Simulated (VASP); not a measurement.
# Hf8HN8 (a cell with a defect) in VASP: single point with PBE+D3(BJ)

Aim: the single point of Hf8HN8 (a cell with a defect) with PBE+D3(BJ).

All numbers are computed with VASP 6.6.1; they aren't measurements. Logs are shortened: lines on timing, memory, paths and dates and some standing lists are left out, and cuts for length are marked.

**1. The cell of the first run**

The cell holds a defect, 17 atoms: a = 6.381 Å, b = 6.381 Å, c = 6.381 Å, α = 60.00°, β = 60.00°, γ = 60.00°.

**2. Single point, PBE+D3(BJ)**

Contents of INCAR:

```
ALGO = Normal
EDIFF = 1E-6
ENCUT = 520
GGA = PE
GGA_COMPAT = False
ISIF = 2
ISMEAR = -1
IVDW = 12
LASPH = True
LCHARG = False
LREAL = False
LWAVE = False
NBANDS = 74
NELM = 120
PREC = Accurate
SIGMA = 0.1
```

Contents of KPOINTS:

```
k-points
0
Gamma
  3 3 3
```

Contents of POSCAR:

```
Hf8HN8
1.0
    0.0000000000      4.5120000000      4.5120000000
    4.5120000000      0.0000000000      4.5120000000
    4.5120000000      4.5120000000      0.0000000000
Hf N H
8 8 1
Direct
    0.0000000000      0.0000000000      0.0000000000
    0.0000000000      0.0000000000      0.5000000000
    0.0000000000      0.5000000000      0.0000000000
    0.0000000000      0.5000000000      0.5000000000
    0.5000000000      0.0000000000      0.0000000000
    0.5000000000      0.0000000000      0.5000000000
    0.5000000000      0.5000000000      0.0000000000
    0.5000000000      0.5000000000      0.5000000000
    0.2500000000      0.2500000000      0.2500000000
    0.2500000000      0.2500000000      0.7500000000
    0.2500000000      0.7500000000      0.2500000000
    0.2500000000      0.7500000000      0.7500000000
    0.7500000000      0.2500000000      0.2500000000
    0.7500000000      0.2500000000      0.7500000000
    0.7500000000      0.7500000000      0.2500000000
    0.7500000000      0.7500000000      0.7500000000
    0.1250000000      0.1250000000      0.1250000000
```

Potentials or basis: VASP PAW PBE potentials, release 64 (Hf_pv, N, H).

The run is started by

```
cat potpaw_PBE.64/Hf_pv/POTCAR potpaw_PBE.64/N/POTCAR potpaw_PBE.64/H/POTCAR > POTCAR
mpirun -np 1 vasp_std > vasp.out
```

OUTCAR:

```text
EDIFF = 1E-6
   ENCUT = 520
   GGA = PE
   ISIF = 2
   ISMEAR = -1
   IVDW = 12
   LASPH = True
   LREAL = False
   NELM = 120
   PREC = Accurate
 IVDW          = 12

 ion  position               nearest neighbor table
   1  0.000  0.000  0.000-  17 1.95  11 2.26  12 2.26  13 2.26  14 2.26  15 2.26  10 2.26   3 3.19
                             5 3.19   2 3.19   2 3.19   4 3.19   6 3.19   3 3.19   4 3.19   7 3.19
   2  0.000  0.000  0.500-  17 1.95  11 2.26  12 2.26  13 2.26  14 2.26  16 2.26   9 2.26   4 3.19
                             6 3.19   1 3.19   1 3.19   3 3.19   5 3.19   3 3.19   4 3.19   8 3.19
   3  0.000  0.500  0.000-  17 1.95  10 2.26  12 2.26  13 2.26  15 2.26  16 2.26   9 2.26   4 3.19
                             7 3.19   1 3.19   2 3.19   4 3.19   8 3.19   1 3.19   2 3.19   5 3.19
   4  0.000  0.500  0.500-   9 2.26  10 2.26  11 2.26  14 2.26  15 2.26  16 2.26   2 3.19   3 3.19
                             8 3.19   1 3.19   3 3.19   7 3.19   1 3.19   2 3.19   6 3.19   6 3.19
   5  0.500  0.000  0.000-  17 1.95  10 2.26  11 2.26  14 2.26  15 2.26  16 2.26   9 2.26   6 3.19
                             7 3.19   1 3.19   2 3.19   6 3.19   8 3.19   3 3.19   7 3.19   8 3.19
   6  0.500  0.000  0.500-   9 2.26  10 2.26  12 2.26  13 2.26  15 2.26  16 2.26   2 3.19   5 3.19
                             8 3.19   1 3.19   5 3.19   7 3.19   4 3.19   7 3.19   8 3.19   1 3.19
   7  0.500  0.500  0.000-   9 2.26  11 2.26  12 2.26  13 2.26  14 2.26  16 2.26   3 3.19   5 3.19
                             8 3.19   4 3.19   6 3.19   8 3.19   1 3.19   5 3.19   6 3.19   1 3.19
   8  0.500  0.500  0.500-  10 2.26  11 2.26  12 2.26  13 2.26  14 2.26  15 2.26   4 3.19   6 3.19
                             7 3.19   3 3.19   5 3.19   7 3.19   2 3.19   5 3.19   6 3.19   2 3.19
   9  0.250  0.250  0.250-   2 2.26   3 2.26   4 2.26   5 2.26   6 2.26   7 2.26
  10  0.250  0.250  0.750-   1 2.26   3 2.26   4 2.26   5 2.26   6 2.26   8 2.26
  11  0.250  0.750  0.250-   1 2.26   2 2.26   4 2.26   5 2.26   7 2.26   8 2.26
  12  0.250  0.750  0.750-   1 2.26   2 2.26   3 2.26   6 2.26   7 2.26   8 2.26
  13  0.750  0.250  0.250-   1 2.26   2 2.26   3 2.26   6 2.26   7 2.26   8 2.26
  14  0.750  0.250  0.750-   1 2.26   2 2.26   4 2.26   5 2.26   7 2.26   8 2.26
  15  0.750  0.750  0.250-   1 2.26   3 2.26   4 2.26   5 2.26   6 2.26   8 2.26
  16  0.750  0.750  0.750-   2 2.26   3 2.26   4 2.26   5 2.26   6 2.26   7 2.26
  17  0.125  0.125  0.125-   2 1.95   3 1.95   5 1.95   1 1.95

  LATTYP: Found a face centered cubic cell.
 ALAT       =     9.0240000000

  Lattice vectors:

 A1 = (   0.0000000000,   4.5120000000,   4.5120000000)
 A2 = (   4.5120000000,   0.0000000000,   4.5120000000)
 A3 = (   4.5120000000,   4.5120000000,   0.0000000000)

Analysis of symmetry for initial positions (statically):
=====================================================================
 Subroutine PRICEL returns:
 Original cell was already a primitive cell.

 Routine SETGRP: Setting up the symmetry group for a
 face centered cubic supercell.

 Subroutine GETGRP returns: Found 24 space group operations
[... 144 lines left out ...]
   EFERMI_NEDOS =   21; number of points for ismear=-14 and -15
   IALGO  =     38    algorithm
   IMIX   =      4    mixing-type and parameters
     AMIX     =   0.40;   BMIX     =  1.00
     AMIX_MAG =   1.60;   BMIX_MAG =  1.00
  volume/ion in A,a.u.               =      10.81        72.93
  Fermi-wavevector in a.u.,A,eV,Ry     =   1.424375  2.691678 27.604082  2.028843
  Thomas-Fermi vector in A             =   2.544872
   LORBIT       =      0    0 simple, 1 ext, 2 COOP (PROOUT), +10 PAW based schemes
   GGA     = PE    functional components
   LHFCALC =     F    Hartree Fock is set to
   AEXX    =    0.0000 exact exchange contribution
   IVDW    =    12    specifies the selected vdW correction
   LEPSILON=     F    determine dielectric tensor
   LRPA    =     F    only Hartree local field effects (RPA)
 non-spin polarized calculation
  energy-cutoff  :      520.00
  volume of cell :      183.71
 maximum number of plane-waves:      4968
   NGX = 23   NGY = 23   NGZ = 23

 number of electron     121.0000004 magnetization

 Free energy of the ion-electron system (eV)
  ---------------------------------------------------
  ext. energy  EPLUGINS =         0.00000000
  ---------------------------------------------------
  free energy    TOTEN  =      -175.40950287 eV

  energy without entropy =     -175.24733256  energy(sigma->0) =     -175.32841772

 E-fermi :   8.6726     XC(G=0): -12.8081

 val. band max:        8.6401605878   @ k =  -0.3333   0.3333   0.0000
 cond. band min:       8.7823497095   @ k =   0.3333   0.0000   0.0000
 fundamental gap:      0.1421891217
 Fermi energy:         8.6726373198

 k-point     1 :       0.0000    0.0000    0.0000
  band No.  band energies     occupation
      1     -23.6942      2.00000
      2     -23.6380      2.00000
      3     -23.6380      2.00000
      4     -23.6380      2.00000
      5     -23.5033      2.00000
      6     -23.4677      2.00000
[... 289 lines left out ...]
     71      11.5327      0.00000
     72      11.5861      0.00000
 [bands above 72 left out]

------------------------ aborting loop because EDIFF is reached ----------------------------------------

 Edisp (eV)   -6.40046

 E8    (eV) :    -2.9756

  FORCE on cell =-STRESS in cart. coord.  units (eV):
  Direction    XX          YY          ZZ          XY          YZ          ZX
  --------------------------------------------------------------------------------------
  -------------------------------------------------------------------------------------
  Total       2.84808     2.84808     2.84808     0.00000     0.00000    -0.00000
  in kB      24.83853    24.83853    24.83853     0.00000     0.00000    -0.00000
  external pressure =       24.84 kB  Pullay stress =        0.00 kB

 VOLUME and BASIS-vectors are now :
 -----------------------------------------------------------------------------
  energy-cutoff  :      520.00
  volume of cell :      183.71
      direct lattice vectors                 reciprocal lattice vectors
     0.000000000  4.512000000  4.512000000    -0.110815603  0.110815603  0.110815603
     4.512000000  0.000000000  4.512000000     0.110815603 -0.110815603  0.110815603
     4.512000000  4.512000000  0.000000000     0.110815603  0.110815603 -0.110815603

 POSITION                                       TOTAL-FORCE (eV/Angst)
 -----------------------------------------------------------------------------------
      0.00000      0.00000      0.00000         0.182061      0.182061      0.182061
      2.25600      2.25600      0.00000        -0.182061     -0.182061      0.182061
      2.25600      0.00000      2.25600        -0.182061      0.182061     -0.182061
      4.51200      2.25600      2.25600        -0.175612      0.175612      0.175612
      0.00000      2.25600      2.25600         0.182061     -0.182061     -0.182061
      2.25600      4.51200      2.25600         0.175612     -0.175612      0.175612
[... 9 lines left out ...]
      6.76800      6.76800      6.76800        -0.034636     -0.034636     -0.034636
      1.12800      1.12800      1.12800        -0.000000     -0.000000     -0.000000
 -----------------------------------------------------------------------------------
    total drift:                                0.000000      0.000000     -0.000000

  FREE ENERGIE OF THE ION-ELECTRON SYSTEM (eV)
  ---------------------------------------------------
  free  energy   TOTEN  =      -181.8099664499 eV

  energy  without entropy=     -181.6477961405  energy(sigma->0) =     -181.72888130
```

Run time: 53 s. Hardware: 1 thread of Intel Xeon Platinum 8559C (Emerald Rapids), shared host; peak memory 0.33 GiB.

Results:

- Free energy: -181.8100 eV
- Pressure: 2.5 GPa
- Largest force: 1.935 eV/Å
- Band gap on the k mesh: zero (an odd number of electrons rules out a gap without spin polarisation)
- Dispersion energy per atom: -0.376 eV

Forces in eV/Å, atoms in the order of the input:
```
Hf   0.182  0.182  0.182
Hf  -0.182 -0.182  0.182
Hf  -0.182  0.182 -0.182
Hf  -0.176  0.176  0.176
Hf   0.182 -0.182 -0.182
Hf   0.176 -0.176  0.176
Hf   0.176  0.176 -0.176
Hf  -0.176 -0.176 -0.176
N    1.117  1.117  1.117
N   -1.117 -1.117  1.117
N   -1.117  1.117 -1.117
N   -0.035  0.035  0.035
N    1.117 -1.117 -1.117
N    0.035 -0.035  0.035
N    0.035  0.035 -0.035
N   -0.035 -0.035 -0.035
H    0.000  0.000  0.000
```

Levels at points of the mesh, in eV from the Fermi level:
```tsv
k point	band 57	band 58	band 59	band 60	band 61	band 62	band 63	band 64
(0.00, 0.00, 0.00)	-3.20	-3.20	-3.20	-0.62	-0.62	-0.62	0.12	1.77
```

Caveat: the k points lie up to 0.40 Å⁻¹ apart, too coarse for converged energies and pressures of a metal; three body term missing; spin-orbit coupling is left out, which moves the levels of the heavy elements.
